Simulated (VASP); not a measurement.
# ZnAu in VASP: notebook, part 2 of 2

VASP 6.6.1.

## Step 4: Electric field gradients, PBEsol (zz strain of +2 %)

File INCAR:

```
SYSTEM = ZnAu
  PREC = Accurate
  ENCUT = 520
  EDIFF = 1E-8
  ISMEAR = -1
  SIGMA = 0.05
  LREAL = .False.
  LASPH = .True.
  NELM = 80
  ALGO = Normal
  ISIF = 2
  LWAVE = .False.
  LCHARG = .False.
  GGA = PS
  LEFG = .True.
  NBANDS = 18
```

File KPOINTS:

```
regular mesh
0
Gamma
  13 13 13
  0 0 0
```

File POSCAR:

```
ZnAu
1.0
    3.1470000000      0.0000000000      0.0000000000
    0.0000000000      3.1470000000      0.0000000000
    0.0000000000      0.0000000000      3.2099400000
Zn Au
1 1
Direct
    0.5000000000      0.5000000000      0.5000000000
    0.0000000000      0.0000000000      0.0000000000
```

Potentials or basis: VASP PAW PBE potentials, release 64 (Zn, Au).

Launch:

```sh
cat potpaw_PBE.64/Zn/POTCAR potpaw_PBE.64/Au/POTCAR > POTCAR
mpirun -np 1 vasp_std > vasp.out
```

OUTCAR:

```text
SYSTEM = ZnAu
   PREC = Accurate
   ENCUT = 520
   EDIFF = 1E-8
   ISMEAR = -1
   LREAL = .False.
   LASPH = .True.
   NELM = 80
   ISIF = 2
   GGA = PS

 ion  position               nearest neighbor table
   1  0.500  0.500  0.500-   2 2.74   2 2.74   2 2.74   2 2.74   2 2.74   2 2.74   2 2.74   2 2.74

   2  0.000  0.000  0.000-   1 2.74   1 2.74   1 2.74   1 2.74   1 2.74   1 2.74   1 2.74   1 2.74

  LATTYP: Found a simple tetragonal cell.
 ALAT       =     3.1470000000
 C/A-ratio  =     1.0200000000

  Lattice vectors:

 A1 = (   3.1470000000,   0.0000000000,   0.0000000000)
 A2 = (   0.0000000000,   3.1470000000,   0.0000000000)
 A3 = (   0.0000000000,   0.0000000000,   3.2099400000)

Analysis of symmetry for initial positions (statically):
=====================================================================
 Subroutine PRICEL returns:
 Original cell was already a primitive cell.

 Routine SETGRP: Setting up the symmetry group for a
 simple tetragonal supercell.

 Subroutine GETGRP returns: Found 16 space group operations
 (whereof 16 operations were pure point group operations)
 out of a pool of 16 trial point group operations.

The static configuration has the point symmetry D_4h.

Analysis of symmetry for dynamics (positions and initial velocities):
=====================================================================
 Subroutine PRICEL returns:
 Original cell was already a primitive cell.

 Routine SETGRP: Setting up the symmetry group for a
 simple tetragonal supercell.

 Subroutine GETGRP returns: Found 16 space group operations
 (whereof 16 operations were pure point group operations)
[... 160 lines left out ...]
      2      -1.3347      2.00000
      3      -1.3315      2.00000
      4      -0.6877      2.00000
      5      -0.6877      2.00000
      6      -0.6562      2.00000
[... 481 lines left out ...]
      5      -0.5654      2.00000
      6       0.2079      2.00000
[... 10 lines left out ...]
     17      20.1732      0.00000
     18      20.2999      0.00000

 [... further k-points ...]

------------------------ aborting loop because EDIFF is reached ----------------------------------------

  FORCE on cell =-STRESS in cart. coord.  units (eV):
  Direction    XX          YY          ZZ          XY          YZ          ZX
  --------------------------------------------------------------------------------------
  -------------------------------------------------------------------------------------
  Total       -0.9609173     -0.9609173     -0.8647010      0.0000000     -0.0000000      0.0000000
  in kB      -48.4290774    -48.4290774    -43.5798920      0.0000000     -0.0000000      0.0000000
  external PRESSURE =     -46.8126823 kB  Pullay stress =       0.0000000 kB

 VOLUME and BASIS-vectors are now :
 -----------------------------------------------------------------------------
  energy-cutoff  :      520.00
  volume of cell :       31.79
      direct lattice vectors                 reciprocal lattice vectors
     3.147000000  0.000000000  0.000000000     0.317762949  0.000000000  0.000000000
     0.000000000  3.147000000  0.000000000     0.000000000  0.317762949  0.000000000
     0.000000000  0.000000000  3.209940000     0.000000000  0.000000000  0.311532303

 POSITION                                       TOTAL-FORCE (eV/Angst)
 -----------------------------------------------------------------------------------
      1.57350      1.57350      1.60497         0.000000      0.000000      0.000000
      0.00000      0.00000      0.00000         0.000000      0.000000      0.000000
 -----------------------------------------------------------------------------------
    total drift:                                0.000000      0.000000     -0.000000

  FREE ENERGIE OF THE ION-ELECTRON SYSTEM (eV)
  ---------------------------------------------------
  free  energy   TOTEN  =        -5.9379417089 eV

  energy  without entropy=       -5.9331783489  energy(sigma->0) =       -5.93556003

 Electric field gradients (V/A^2)
---------------------------------------------------------------------
 ion       V_xx      V_yy      V_zz      V_xy      V_xz      V_yz
---------------------------------------------------------------------
   1       0.171     0.171    -0.341     0.000     0.000    -0.000
   2      -2.489    -2.489     4.977    -0.000    -0.000     0.000
---------------------------------------------------------------------

 Electric field gradients after diagonalization (V/A^2)
 (convention: |V_zz| > |V_xx| > |V_yy|)
----------------------------------------------------------------------
 ion       V_xx      V_yy      V_zz     asymmetry (V_yy - V_xx)/ V_zz
----------------------------------------------------------------------
   1       0.171     0.171    -0.341       0.000
   2      -2.489    -2.489     4.977       0.000
----------------------------------------------------------------------

           NMR quadrupolar parameters

 Cq : quadrupolar parameter    Cq=e*Q*V_zz/h
 eta: asymmetry parameters     (V_yy - V_xx)/ V_zz
 Q  : nuclear electric quadrupole moment in mb (millibarn)
----------------------------------------------------------------------
 ion       Cq(MHz)       eta       Q (mb)
----------------------------------------------------------------------
   1      -0.001       0.000       1.000
   2       0.012       0.000       1.000
----------------------------------------------------------------------
```

stdout:

```text
POSCAR found type information on POSCAR ZnAu
 POSCAR found :  2 types and       2 ions
 scaLAPACK will be used
 -----------------------------------------------------------------------------
|                                                                             |
|                                                                             |
|     You enforced a specific xc type in the INCAR file but a different       |
|     I HOPE YOU KNOW WHAT YOU ARE DOING!                                     |
|                                                                             |
 -----------------------------------------------------------------------------

 LDA part: xc-table for (Slater+PW92), standard interpolation
 POSCAR, INCAR and KPOINTS ok, starting setup
 FFT: planning ... GRIDC
 FFT: planning ... GRID_SOFT
 FFT: planning ... GRID
 WAVECAR not read
 entering main loop
ion   1

ion   2
```

It took 44 s on 1 thread of Intel Xeon Platinum 8259CL at 2.50GHz (Skylake/Cascade Lake), shared host; peak memory 0.23 GiB.

Results:

```yaml
Free_energy: -5.9379 eV
Pressure: -4.7 GPa
Band_gap_on_the_k_mesh: zero (an odd number of electrons rules out a gap without spin polarisation)
Largest_electric_field_gradient_by_atom: Zn -0.3; Au +5.0 V/Å²
```

Stress tensor (GPa, compression positive):
```
-4.84  0.00  0.00
 0.00 -4.84  0.00
 0.00  0.00 -4.36
```

Electric field gradients, principal values (V/Å²):
```csv
atom,least,middle,greatest (by size)
1 Zn,0.171,0.171,-0.341
2 Au,-2.489,-2.489,4.977
```

Caveat: the cell differs from its parent crystal (zz strain of +2 %); the cell stands under tension; without QUAD_EFG the Cq values of the log hold for a quadrupole moment of 1 mb, not for the nuclei; the PAW data sets were made with another functional, which shifts forces and pressure a little; spin-orbit coupling is left out, which moves the levels of the heavy elements.

## Step 5: Electric field gradients, PBEsol

This run uses another cell than the first one, of 15.58 Å³/atom.

File INCAR:

```
SYSTEM = ZnAu
PREC = Accurate
ENCUT = 520
EDIFF = 1E-8
ISMEAR = -1
SIGMA = 0.05
LREAL = .FALSE.
LASPH = .TRUE.
NELM = 100
ALGO = Normal
ISIF = 2
LWAVE = .FALSE.
LCHARG = .FALSE.
GGA = PS
LEFG = .TRUE.
NBANDS = 18
```

File KPOINTS:

```
regular mesh
0
G
  13 13 13
  0 0 0
```

POSCAR, as its differences from that of step 4:

```diff
@@ -4,3 +4,3 @@
     0.0000000000      3.1470000000      0.0000000000
-    0.0000000000      0.0000000000      3.2099400000
+    0.0000000000      0.0000000000      3.1470000000
 Zn Au
```

Potentials or basis: VASP PAW PBE potentials, release 64 (Zn, Au).

Launch:

```sh
cat potpaw_PBE.64/Zn/POTCAR potpaw_PBE.64/Au/POTCAR > POTCAR
mpirun -np 1 vasp_std > vasp.out
```

OUTCAR:

```text
SYSTEM = ZnAu
   PREC = Accurate
   ENCUT = 520
   EDIFF = 1E-8
   ISMEAR = -1
   LREAL = .FALSE.
   LASPH = .TRUE.
   NELM = 100
   ISIF = 2
   GGA = PS

 ion  position               nearest neighbor table
   1  0.500  0.500  0.500-   2 2.73   2 2.73   2 2.73   2 2.73   2 2.73   2 2.73   2 2.73   2 2.73

   2  0.000  0.000  0.000-   1 2.73   1 2.73   1 2.73   1 2.73   1 2.73   1 2.73   1 2.73   1 2.73

  LATTYP: Found a simple cubic cell.
 ALAT       =     3.1470000000

  Lattice vectors:

 A1 = (   3.1470000000,   0.0000000000,   0.0000000000)
 A2 = (   0.0000000000,   3.1470000000,   0.0000000000)
 A3 = (   0.0000000000,   0.0000000000,   3.1470000000)

Analysis of symmetry for initial positions (statically):
=====================================================================
 Subroutine PRICEL returns:
 Original cell was already a primitive cell.

 Routine SETGRP: Setting up the symmetry group for a
 simple cubic supercell.

 Subroutine GETGRP returns: Found 48 space group operations
[... 693 lines left out ...]
     3.147000000  0.000000000  0.000000000     0.317762949  0.000000000  0.000000000
     0.000000000  3.147000000  0.000000000     0.000000000  0.317762949  0.000000000
     0.000000000  0.000000000  3.147000000     0.000000000  0.000000000  0.317762949

 POSITION                                       TOTAL-FORCE (eV/Angst)
 -----------------------------------------------------------------------------------
      1.57350      1.57350      1.57350         0.000000      0.000000      0.000000
      0.00000      0.00000      0.00000         0.000000      0.000000      0.000000
 -----------------------------------------------------------------------------------
    total drift:                                0.000000      0.000000     -0.000000

  FREE ENERGIE OF THE ION-ELECTRON SYSTEM (eV)
  ---------------------------------------------------
  free  energy   TOTEN  =        -5.9501197506 eV

  energy  without entropy=       -5.9438243637  energy(sigma->0) =       -5.94697206

 Electric field gradients (V/A^2)
---------------------------------------------------------------------
 ion       V_xx      V_yy      V_zz      V_xy      V_xz      V_yz
---------------------------------------------------------------------
   1      -0.000     0.000    -0.000    -0.000    -0.000     0.000
   2       0.000     0.000    -0.000    -0.000     0.000    -0.000
---------------------------------------------------------------------

 Electric field gradients after diagonalization (V/A^2)
 (convention: |V_zz| > |V_xx| > |V_yy|)
----------------------------------------------------------------------
 ion       V_xx      V_yy      V_zz     asymmetry (V_yy - V_xx)/ V_zz
----------------------------------------------------------------------
   1       0.000    -0.000    -0.000       0.492
   2       0.000     0.000    -0.000       0.575
----------------------------------------------------------------------

           NMR quadrupolar parameters

 Cq : quadrupolar parameter    Cq=e*Q*V_zz/h
 eta: asymmetry parameters     (V_yy - V_xx)/ V_zz
 Q  : nuclear electric quadrupole moment in mb (millibarn)
----------------------------------------------------------------------
 ion       Cq(MHz)       eta       Q (mb)
----------------------------------------------------------------------
   1      -0.000       0.492       1.000
   2      -0.000       0.575       1.000
----------------------------------------------------------------------
```

OSZICAR:

```text
N       E                     dE             d eps       ncg     rms          rms(c)
DAV:   1     0.129212099266E+03    0.12921E+03   -0.11458E+04  3136   0.165E+03
DAV:   2    -0.104616673303E+01   -0.13026E+03   -0.12388E+03  3078   0.315E+02
DAV:   3    -0.647365037514E+01   -0.54275E+01   -0.53692E+01  3338   0.692E+01
DAV:   4    -0.652024079547E+01   -0.46590E-01   -0.46577E-01  3304   0.566E+00
DAV:   5    -0.652075838827E+01   -0.51759E-03   -0.51758E-03  3276   0.641E-01    0.873E+00
DAV:   6    -0.598851269262E+01    0.53225E+00   -0.15404E+00  3278   0.144E+01    0.537E+00
DAV:   7    -0.596008870144E+01    0.28424E-01   -0.35203E-02  4194   0.333E+00    0.288E+00
DAV:   8    -0.595009780405E+01    0.99909E-02   -0.79056E-03  3178   0.945E-01    0.124E-01
DAV:   9    -0.595011449901E+01   -0.16695E-04   -0.37167E-04  3650   0.250E-01    0.629E-02
DAV:  10    -0.595011972382E+01   -0.52248E-05   -0.28700E-05  3716   0.583E-02    0.178E-02
DAV:  11    -0.595011987076E+01   -0.14694E-06   -0.33896E-06  3316   0.258E-02    0.411E-03
DAV:  12    -0.595011977495E+01    0.95810E-07   -0.50438E-08  3626   0.616E-03    0.112E-03
DAV:  13    -0.595011974859E+01    0.26351E-07   -0.10793E-08  1726   0.111E-03    0.735E-05
DAV:  14    -0.595011975059E+01   -0.20000E-08   -0.80978E-10  1626   0.297E-04
   1 F= -.59501198E+01 E0= -.59469721E+01  d E =-.629539E-02
```

stdout:

```text
POSCAR found type information on POSCAR ZnAu
 POSCAR found :  2 types and       2 ions
 scaLAPACK will be used
 -----------------------------------------------------------------------------
|                                                                             |
|                                                                             |
|     You enforced a specific xc type in the INCAR file but a different       |
|     I HOPE YOU KNOW WHAT YOU ARE DOING!                                     |
|                                                                             |
 -----------------------------------------------------------------------------

 LDA part: xc-table for (Slater+PW92), standard interpolation
 POSCAR, INCAR and KPOINTS ok, starting setup
 FFT: planning ... GRIDC
 FFT: planning ... GRID_SOFT
 FFT: planning ... GRID
 WAVECAR not read
 entering main loop
ion   1

ion   2
```

Run time: 23 s. Hardware: 1 thread of Intel Xeon Platinum 8375C at 2.90GHz (Ice Lake), shared host; peak memory 0.18 GiB.

What came out:

```yaml
Free_energy: -5.9501 eV
Pressure: -2.2 GPa
Band_gap_on_the_k_mesh: zero (an odd number of electrons rules out a gap without spin polarisation)
Largest_electric_field_gradient_by_atom: zero within the noise of the run
```

Caveat: the PAW data sets were made with another functional, which shifts forces and pressure a little; spin-orbit coupling is left out, which moves the levels of the heavy elements.

## Step 6: Overview

| cell | gap on the mesh (eV) | pressure (GPa) |
| --- | --- | --- |
| a = 3.209 Å, 2 atoms | none | -8.7 |
| a = 3.147, b = 3.147, c = 3.116 Å, 2 atoms | none | -0.9 |
| a = 3.147, b = 3.147, c = 3.210 Å, 2 atoms | none | -4.7 |
| a = 3.147 Å, 2 atoms | none | -2.2 |

Alike in all rows: task electric field gradients; level PBEsol; potentials or basis VASP PAW PBE potentials, release 64 (Zn, Au); no spin polarisation; k mesh 13 × 13 × 13; cutoff (eV) 520; smearing fermi-dirac 0.05 eV.

Caveats: the PAW data sets were made with another functional, which shifts forces and pressure a little; spin-orbit coupling is left out, which moves the levels of the heavy elements; the cell stands under tension (at least some runs).

Total energies depend on the potentials used, so only differences within one code and one set of settings carry meaning.
